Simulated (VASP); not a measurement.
# KI (I4/mmm) in VASP: notebook, part 2 of 2

VASP 6.6.1. Earlier steps stand in the parts before.

### Step 4. Single point, PBE (strain +0.000 along x and y, +0.050 along z)

Input file INCAR:

```
SYSTEM = KI
PREC     = Accurate       ! precision mode
ENCUT    = 520            ! plane-wave cutoff, eV
EDIFF    = 1E-7           ! SCF threshold, eV
ISMEAR   = 0              ! smearing method
SIGMA    = 0.05           ! smearing width, eV
LREAL    = .FALSE.        ! projectors in reciprocal space
LASPH    = .TRUE.         ! aspherical terms in the spheres
NELM     = 100            ! most SCF steps
ALGO     = Normal         ! electronic algorithm
ISIF     = 2              ! what is computed and relaxed
LWAVE    = .FALSE.        ! write WAVECAR
LCHARG   = .TRUE.         ! write CHGCAR
GGA      = PE             ! functional
LELF     = .TRUE.         ! ELF
LVHAR    = .TRUE.       
NBANDS   = 15             ! bands
```

Input file KPOINTS:

```
Automatic mesh
0
G
  6 6 6
  0 0 0
```

Input file POSCAR:

```
KI
1.0
    0.0000000000      3.5245500000      3.7007775000
    3.5245500000      0.0000000000      3.7007775000
    3.5245500000      3.5245500000      0.0000000000
K I
1 1
Direct
    0.0000000000      0.0000000000      0.0000000000
    0.5000000000      0.5000000000      0.5000000000
```

On the command line:

```console
$ cat potpaw_PBE.64/K_sv/POTCAR potpaw_PBE.64/I/POTCAR > POTCAR
$ mpirun -np 1 vasp_std > vasp.out
```

Wall time 39 s (1 thread of Intel Xeon Platinum 8488C (Sapphire Rapids), shared host); peak memory 0.25 GiB.

It converged, with:

- Free energy: -5.5557 eV
- Pressure: 0.2 GPa
- Band gap on the k mesh: 3.86 eV, direct

Stress tensor (GPa, compression positive):
```
 0.49  0.00  0.00
 0.00  0.49  0.00
 0.00  0.00 -0.46
```

Levels at points of the mesh, in eV from the valence-band top:
```csv
k point,band 4,band 5,band 6,band 7,band 8,band 9,band 10,band 11,band 12,band 13
"(0.00, 0.00, 0.00)",-12.06,-10.45,-0.01,0.00,0.00,3.86,6.33,6.61,6.61,7.12
"(0.50, 0.00, 0.00)",-12.06,-10.21,-1.23,-0.32,-0.30,5.47,7.57,7.90,8.24,8.63
"(0.50, 0.50, 0.00)",-12.07,-10.33,-0.96,-0.30,-0.30,5.02,5.67,7.98,8.45,8.58
"(0.50, 0.00, 0.50)",-12.07,-10.31,-0.92,-0.40,-0.33,4.99,5.68,8.08,8.60,8.66
```

Caveat: the cell differs from its parent crystal (strain +0.000 along x and y, +0.050 along z); spin-orbit coupling is left out, which moves the levels of the heavy elements.

### Step 5. Single point, PBE (strain +0.025 along x and y, +0.000 along z)

Input file INCAR:

```
SYSTEM = KI
  PREC = Accurate
  ENCUT = 520
  EDIFF = 1E-6
  ISMEAR = 0
  SIGMA = 0.05
  LREAL = .False.
  LASPH = .True.
  NELM = 60
  ALGO = Normal
  ISIF = 2
  LWAVE = .False.
  LCHARG = .False.
  GGA = PE
  NBANDS = 15
```

Input file KPOINTS:

```
Automatic mesh
0
Gamma
  6 6 6
  0 0 0
```

Input file POSCAR:

```
KI
1.0
    0.0000000000      3.6126637500      3.5245500000
    3.6126637500      0.0000000000      3.5245500000
    3.6126637500      3.6126637500      0.0000000000
K I
1 1
Direct
    0.0000000000      0.0000000000      0.0000000000
    0.5000000000      0.5000000000      0.5000000000
```

On the command line:

```console
$ cat potpaw_PBE.64/K_sv/POTCAR potpaw_PBE.64/I/POTCAR > POTCAR
$ mpirun -np 1 vasp_std > vasp.out
```

It took 44 s on 1 thread of Intel Xeon Platinum 8488C (Sapphire Rapids), shared host; peak memory 0.25 GiB.

Results (log left out):

| Quantity | Value |
| --- | --- |
| Free energy | -5.5623 eV |
| Pressure | 0.1 GPa |
| Band gap on the k mesh | 3.86 eV, direct |

Stress tensor (GPa, compression positive):
```
-0.06  0.00  0.00
 0.00 -0.06  0.00
 0.00  0.00  0.49
```

Levels at points of the mesh, in eV from the valence-band top:
```csv
k point,band 5,band 6,band 7,band 8,band 9,band 10,band 11,band 12
"(0.00, 0.00, 0.00)",-10.44,0.00,0.00,0.00,3.86,6.46,6.46,6.61
"(0.50, 0.00, 0.00)",-10.21,-1.23,-0.31,-0.30,5.47,7.57,7.97,8.15
"(0.50, 0.50, 0.00)",-10.31,-0.92,-0.37,-0.37,4.98,5.68,8.09,8.58
"(0.50, 0.00, 0.50)",-10.32,-0.94,-0.35,-0.32,5.01,5.66,8.03,8.56
```

Caveat: the cell differs from its parent crystal (strain +0.025 along x and y, +0.000 along z); spin-orbit coupling is left out, which moves the levels of the heavy elements.

### Step 6. Single point, PBE (strain +0.025 along x and y, +0.050 along z)

Input file INCAR:

```
SYSTEM = KI
PREC = Accurate
ENCUT = 520
EDIFF = 1E-6
ISMEAR = 0
SIGMA = 0.05
LREAL = .FALSE.
LASPH = .TRUE.
NELM = 100
ALGO = Normal
ISIF = 2
LWAVE = .FALSE.
LCHARG = .TRUE.
GGA = PE
LELF = .TRUE.
LVHAR = .TRUE.
NBANDS = 15
```

Input file KPOINTS:

```
Automatic mesh
0
G
  6 6 6
  0 0 0
```

Input file POSCAR:

```
KI
1.0
    0.0000000000      3.6126637500      3.7007775000
    3.6126637500      0.0000000000      3.7007775000
    3.6126637500      3.6126637500      0.0000000000
K I
1 1
Direct
    0.0000000000      0.0000000000      0.0000000000
    0.5000000000      0.5000000000      0.5000000000
```

Potentials or basis: VASP PAW PBE potentials, release 64 (K_sv, I).

On the command line:

```console
$ cat potpaw_PBE.64/K_sv/POTCAR potpaw_PBE.64/I/POTCAR > POTCAR
$ mpirun -np 1 vasp_std > vasp.out
```

It took 49 s on 1 thread of Intel Xeon Platinum 8488C (Sapphire Rapids), shared host; peak memory 0.25 GiB.

It converged, with:

- Free energy: -5.5589 eV
- Pressure: -0.4 GPa
- Band gap on the k mesh: 3.76 eV, direct

Stress tensor (GPa, compression positive):
```
-0.24  0.00  0.00
 0.00 -0.24  0.00
 0.00  0.00 -0.61
```

Levels at points of the mesh, in eV from the valence-band top:
```tsv
k point	band 5	band 6	band 7	band 8	band 9	band 10	band 11	band 12
(0.00, 0.00, 0.00)	-10.38	0.00	0.00	0.00	3.76	6.43	6.56	6.56
(0.50, 0.00, 0.00)	-10.20	-1.13	-0.27	-0.27	5.42	7.41	7.87	8.04
(0.50, 0.50, 0.00)	-10.28	-0.87	-0.30	-0.30	5.07	5.55	7.95	8.28
(0.50, 0.00, 0.50)	-10.27	-0.86	-0.34	-0.31	5.06	5.56	8.00	8.39
```

Caveat: the cell differs from its parent crystal (strain +0.025 along x and y, +0.050 along z); spin-orbit coupling is left out, which moves the levels of the heavy elements.

### Step 7. The runs side by side

| cell | gap on the mesh (eV) | pressure (GPa) |
| --- | --- | --- |
| a = 4.986, b = 4.986, c = 4.860 Å, angles 60.8, 60.8, 58.3°, 2 atoms | 4.03 | 1.2 |
| a = 5.047, b = 5.047, c = 4.984 Å, angles 60.4, 60.4, 59.2°, 2 atoms | 3.92 | 0.4 |
| a = 5.111, b = 5.111, c = 4.984 Å, angles 60.8, 60.8, 58.4°, 2 atoms | 3.86 | 0.2 |
| a = 5.047, b = 5.047, c = 5.109 Å, angles 59.6, 59.6, 60.8°, 2 atoms | 3.86 | 0.1 |
| a = 5.172, b = 5.172, c = 5.109 Å, angles 60.4, 60.4, 59.2°, 2 atoms | 3.76 | -0.4 |

Alike in all rows: task single point; level PBE; potentials or basis VASP PAW PBE potentials, release 64 (K_sv, I); no spin polarisation; k mesh 6 × 6 × 6; cutoff (eV) 520; smearing gaussian 0.05 eV.

Caveats: spin-orbit coupling is left out, which moves the levels of the heavy elements.

Absolute energies hang on the potentials; compare differences alone.
